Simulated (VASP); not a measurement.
Wanted: the native input for a VASP 6.6.1 run.

* Task: relaxation of cell and atoms
* Functional: PBE
* Potentials or basis: VASP PAW PBE potentials, release 64 (Tb_3, B, Hg), 4f in core
* Cutoff: 500 eV
* k mesh: 5 × 4 × 3
* Occupations: gaussian, width 0.2 eV
* Spin: no spin polarisation
* Dipole correction: no
* Further INCAR settings: ALGO = Normal; EDIFF = 1e-07; IBRION = 2; EDIFFG = -0.08; NSW = 36; ISIF = 3

The structure of TbHgB4 lies in POSCAR:

```
TbHgB4
1.0
    3.3894683000      0.0000000000      0.0000000000
    0.0000000000      3.7843986300      0.0000000000
    0.0000000000      0.0000000000      5.8721624700
Tb B Hg
1 4 1
Direct
    0.5000000000      0.0000000000      0.5000000000
    0.0000000000      0.5000000000      0.6684151300
    0.5000000000      0.5000000000      0.1651348500
    0.5000000000      0.5000000000      0.8348651500
    0.0000000000      0.5000000000      0.3315848700
    0.0000000000      0.0000000000      0.0000000000
```

The cell was generated, and may not be a known phase.

These files were run (other wordings do the same):

INCAR

```
  PREC = Accurate
  ENCUT = 500
  EDIFF = 1E-7
  ISMEAR = 0
  SIGMA = 0.2
  LREAL = F
  LASPH = T
  NELM = 200
  ALGO = Normal
  ISIF = 3
  LWAVE = F
  LCHARG = F
  GGA = PE
  IBRION = 2
  NSW = 36
  EDIFFG = -0.08
  GGA_COMPAT = F
  NELMIN = 4
  LMAXMIX = 6
```

KPOINTS

```
regular mesh
0
Gamma
  5 4 3
```

Potentials or basis: VASP PAW PBE potentials, release 64 (Tb_3, B, Hg), 4f in core.

Launch:

```console
$ cat potpaw_PBE.64/Tb_3/POTCAR potpaw_PBE.64/B/POTCAR potpaw_PBE.64/Hg/POTCAR > POTCAR
$ mpirun -np 1 vasp_std > vasp.out
```

Results of the run:

The relaxed volume is 11.88 Å³/atom and the relaxed cell is a = 3.235 Å, b = 4.073 Å, c = 5.410 Å, α = 90.00°, β = 90.00°, γ = 90.00°. The space group after relaxing (to 0.1 Å) is Pmmm (No. 47). The energy gained by relaxing is 122.5 meV/atom and the ionic steps are 7. The pressure after relaxing is 0.2 GPa, the largest force after relaxing is 0.026 eV/Å and the band gap on the k mesh is zero (an odd number of electrons rules out a gap without spin polarisation).

Caveat: the k points lie up to 0.39 Å⁻¹ apart in the final cell, too coarse for converged energies and pressures of a metal; spin-orbit coupling is left out, which moves the levels of the heavy elements; the 4f electrons are frozen in the core, so they carry no moment and show no levels.

Run time: 2.1 min on 1 thread of Intel(R) Xeon(R) Platinum 8488C (Sapphire Rapids), with other jobs on the host, peak memory 0.21 GiB.
